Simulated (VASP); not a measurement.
# Si (Fd-3m) in VASP: single point with HSE06

Aim: the single point of Si with HSE06.

Everything below comes from runs of VASP 6.6.1. Logs are shortened: lines on timing, memory, paths and dates and some standing lists are left out, and cuts for length are marked.

## (1) The cell of the first run

The structure is cubic, space group Fd-3m (No. 227). The conventional cell has a = 5.431 Å, b = 5.431 Å, c = 5.431 Å, α = 90.00°, β = 90.00°, γ = 90.00°. Si (site symmetry -43m) has 4 Si at 2.35 Å within 3.1 Å.

## (2) Single point, HSE06

POSCAR reads:

```
Si
1.0
    0.0000000000      2.7155000000      2.7155000000
    2.7155000000      0.0000000000      2.7155000000
    2.7155000000      2.7155000000      0.0000000000
Si
2
Direct
    0.0000000000      0.0000000000      0.0000000000
    0.2500000000      0.2500000000      0.2500000000
```

INCAR.step1 reads:

```
PREC = Accurate
ENCUT = 520
EDIFF = 1E-5
ISMEAR = 0
SIGMA = 0.01
LREAL = False
LASPH = True
NELM = 80
ALGO = Normal
ISIF = 2
LWAVE = True
GGA = PE
NBANDS = 11
```

INCAR.step2 reads:

```
PREC = Accurate
ENCUT = 520
EDIFF = 1E-7
ISMEAR = 0
SIGMA = 0.01
LREAL = False
LASPH = True
NELM = 80
ALGO = Normal
ISIF = 2
LWAVE = False
LCHARG = True
GGA = PE
LHFCALC = True
HFSCREEN = 0.2079
PRECFOCK = Normal
LELF = True
LVHAR = True
ISTART = 1
NBANDS = 11
```

KPOINTS reads:

```
regular mesh
0
Gamma
  8 8 8
```

Potentials or basis: VASP PAW PBE potentials, release 64 (Si).

The run is started by

```sh
> cat potpaw_PBE.64/Si/POTCAR > POTCAR
> cp INCAR.step1 INCAR
> mpirun -np 1 vasp_std > vasp.out
> cp INCAR.step2 INCAR
> mpirun -np 1 vasp_std > vasp.out
```

OUTCAR:

```text
PREC = Accurate
   ENCUT = 520
   EDIFF = 1E-7
   ISMEAR = 0
   LREAL = False
   LASPH = True
   NELM = 80
   ISIF = 2
   GGA = PE
   LHFCALC = True
   HFSCREEN = 0.2079
   PRECFOCK = Normal
   ISTART = 1

 ion  position               nearest neighbor table
   1  0.000  0.000  0.000-   2 2.35   2 2.35   2 2.35   2 2.35
   2  0.250  0.250  0.250-   1 2.35   1 2.35   1 2.35   1 2.35

  LATTYP: Found a face centered cubic cell.
 ALAT       =     5.4310000000

  Lattice vectors:

 A1 = (   0.0000000000,   2.7155000000,   2.7155000000)
 A2 = (   2.7155000000,   0.0000000000,   2.7155000000)
 A3 = (   2.7155000000,   2.7155000000,   0.0000000000)

Analysis of symmetry for initial positions (statically):
=====================================================================
 Subroutine PRICEL returns:
 Original cell was already a primitive cell.

 Routine SETGRP: Setting up the symmetry group for a
 face centered cubic supercell.

 Subroutine GETGRP returns: Found 48 space group operations
 (whereof 24 operations were pure point group operations)
 out of a pool of 48 trial point group operations.

The static configuration has the point symmetry T_d .
 The point group associated with its full space group is O_h .

Analysis of symmetry for dynamics (positions and initial velocities):
=====================================================================
 Subroutine PRICEL returns:
 Original cell was already a primitive cell.

 Routine SETGRP: Setting up the symmetry group for a
 face centered cubic supercell.

 Subroutine GETGRP returns: Found 48 space group operations
 (whereof 24 operations were pure point group operations)
 out of a pool of 48 trial point group operations.

The dynamic configuration has the point symmetry T_d .
 The point group associated with its full space group is O_h .

 Subroutine INISYM returns: Found 48 space group operations
 (whereof 24 operations are pure point group operations),
 and found     1 'primitive' translations

----------------------------------------------------------------------------------------

                                     Primitive cell

  volume of cell :      40.0479

  direct lattice vectors                    reciprocal lattice vectors
     0.000000000  2.715500000  2.715500000    -0.184128153  0.184128153  0.184128153
     2.715500000  0.000000000  2.715500000     0.184128153 -0.184128153  0.184128153
     2.715500000  2.715500000  0.000000000     0.184128153  0.184128153 -0.184128153

  length of vectors
[... 94 lines left out ...]
   NUPDOWN=      -1.0000    fix difference up-down
   EMIN   =  10.00;   EMAX   =-10.00  energy-range for DOS
   EFERMI =   0.00;   METHOD = LEGACY
   ISMEAR =     0;   SIGMA  =   0.01  broadening in eV -4-tet -1-fermi 0-gaus
   EFERMI_NEDOS =   21; number of points for ismear=-14 and -15
   IALGO  =     38    algorithm
   IMIX   =      1    mixing-type and parameters
     AMIX     =   0.40;   BMIX     =  1.00
     AMIX_MAG =   1.60;   BMIX_MAG =  1.00
  volume/ion in A,a.u.               =      20.02       135.13
  Fermi-wavevector in a.u.,A,eV,Ry     =   0.956999  1.808467 12.460868  0.915848
  Thomas-Fermi vector in A             =   2.085978
   LORBIT       =      0    0 simple, 1 ext, 2 COOP (PROOUT), +10 PAW based schemes
   GGA     = PE    functional components
   LHFCALC =     T    Hartree Fock is set to
   PRECFOCK=normal    Normal, Fast or Accurate (Low or Medium for compatibility)
   ENCUT4O =  -1.0   cutoff for four orbital integrals eV
   NKREDX  =     1    reduce k-point grid by
   NKREDY  =     1    reduce k-point grid by
   NKREDZ  =     1    reduce k-point grid by
   AEXX    =    0.2500 exact exchange contribution
   HFSCREEN=    0.2079 screening length (either q_TF or 0.3 A-1)
   HFSCREENC=   0.2079 screening length for correlation (either q_TF or 0.3 A-1)
   ENCUTFOCK=  -1.0 apply spherical cutoff to Coloumb kernel
   IVDW    =     0    specifies the selected vdW correction
   LEPSILON=     F    determine dielectric tensor
   LRPA    =     F    only Hartree local field effects (RPA)
 non-spin polarized calculation
 Gauss-broadening in eV      SIGMA  =   0.01
  energy-cutoff  :      520.00
  volume of cell :       40.05
 maximum number of plane-waves:      1090
 NGX is ok and might be reduce to    30
  NGX = 24; NGY = 24; NGZ = 24

 number of electron       8.0000000 magnetization

 Free energy of the ion-electron system (eV)
  ---------------------------------------------------
  ext. energy  EPLUGINS =         0.00000000
  ---------------------------------------------------
  free energy    TOTEN  =       -12.54966839 eV

  energy without entropy =      -12.54966839  energy(sigma->0) =      -12.54966839

 E-fermi :   5.6018     XC(G=0):  -7.8498

 val. band max:        5.4729714054   @ k =   0.0000   0.0000   0.0000
 cond. band min:       6.6572785771   @ k =   0.3750   0.3750   0.0000
 fundamental gap:      1.1843071717
 Fermi energy:         5.6017877947

 k-point     1 :       0.0000    0.0000    0.0000
  band No.  band energies     occupation
      1      -7.8180      2.00000
      2       5.4730      2.00000
      3       5.4730      2.00000
      4       5.4730      2.00000
      5       8.7949      0.00000
      6       8.7949      0.00000
      7       8.7949      0.00000
      8       9.7860      0.00000
      9      14.2564      0.00000
     10      14.2564      0.00000
     11      14.2640      0.00000
[... 309 lines left out ...]
 k-point    24 :      -0.3750    0.2500    0.1250
  band No.  band energies     occupation
      1      -4.6235      2.00000
      2      -2.0368      2.00000
      3       1.7282      2.00000
      4       3.1344      2.00000
      5       9.3220      0.00000
      6       9.3269      0.00000
      7      12.3719      0.00000
      8      13.6139      0.00000
      9      13.9778      0.00000
     10      17.2216      0.00000
     11      18.4545      0.00000

 [... further k-points ...]
[... 5 lines left out ...]
  --------------------------------------------------------------------------------------
  -------------------------------------------------------------------------------------
  Total        0.0329383      0.0329383      0.0329383     -0.0000000     -0.0000000      0.0000000
  in kB        1.3177472      1.3177472      1.3177472     -0.0000000     -0.0000000      0.0000000
  external PRESSURE =       1.3177472 kB  Pullay stress =       0.0000000 kB

 VOLUME and BASIS-vectors are now :
 -----------------------------------------------------------------------------
  energy-cutoff  :      520.00
  volume of cell :       40.05
      direct lattice vectors                 reciprocal lattice vectors
     0.000000000  2.715500000  2.715500000    -0.184128153  0.184128153  0.184128153
     2.715500000  0.000000000  2.715500000     0.184128153 -0.184128153  0.184128153
     2.715500000  2.715500000  0.000000000     0.184128153  0.184128153 -0.184128153

 POSITION                                       TOTAL-FORCE (eV/Angst)
 -----------------------------------------------------------------------------------
      0.00000      0.00000      0.00000         0.000000     -0.000000     -0.000000
      1.35775      1.35775      1.35775        -0.000000      0.000000      0.000000
 -----------------------------------------------------------------------------------
    total drift:                                0.000000      0.000000      0.000000

  FREE ENERGIE OF THE ION-ELECTRON SYSTEM (eV)
  ---------------------------------------------------
  free  energy   TOTEN  =       -12.5496683880 eV

  energy  without entropy=      -12.5496683880  energy(sigma->0) =      -12.54966839
```

OUTCAR.step1:

```text
PREC = Accurate
   ENCUT = 520
   EDIFF = 1E-5
   ISMEAR = 0
   LREAL = False
[... 561 lines left out ...]
      0.00000      0.00000      0.00000         0.000000     -0.000000      0.000000
      1.35775      1.35775      1.35775        -0.000000      0.000000     -0.000000
 -----------------------------------------------------------------------------------
    total drift:                               -0.000000     -0.000000     -0.000000

  FREE ENERGIE OF THE ION-ELECTRON SYSTEM (eV)
  ---------------------------------------------------
  free  energy   TOTEN  =       -10.8410662441 eV

  energy  without entropy=      -10.8410662441  energy(sigma->0) =      -10.84106624
```

It took 19 min on 1 thread of Intel Xeon 6975P-C (Granite Rapids), shared host; peak memory 0.3 GiB.

Results:

```yaml
Free_energy: -12.5497 eV
Pressure: 0.1 GPa
Band_gap_on_the_k_mesh: 1.18 eV (least direct gap 3.32 eV)
```

Levels at points of the mesh, in eV from the valence-band top:
| k point | band 1 | band 2 | band 3 | band 4 | band 5 | band 6 | band 7 | band 8 |
| --- | --- | --- | --- | --- | --- | --- | --- | --- |
| (0.00, 0.00, 0.00) | -13.29 | 0.00 | 0.00 | 0.00 | 3.32 | 3.32 | 3.32 | 4.31 |
| (0.50, 0.00, 0.00) | -10.70 | -7.71 | -1.31 | -1.31 | 2.24 | 4.14 | 4.14 | 8.62 |
| (0.50, 0.50, 0.00) | -8.67 | -8.67 | -3.13 | -3.13 | 1.29 | 1.29 | 11.48 | 11.48 |

Caveat: the PAW data sets were made with another functional, which shifts forces and pressure a little. A k mesh can miss the band edges.
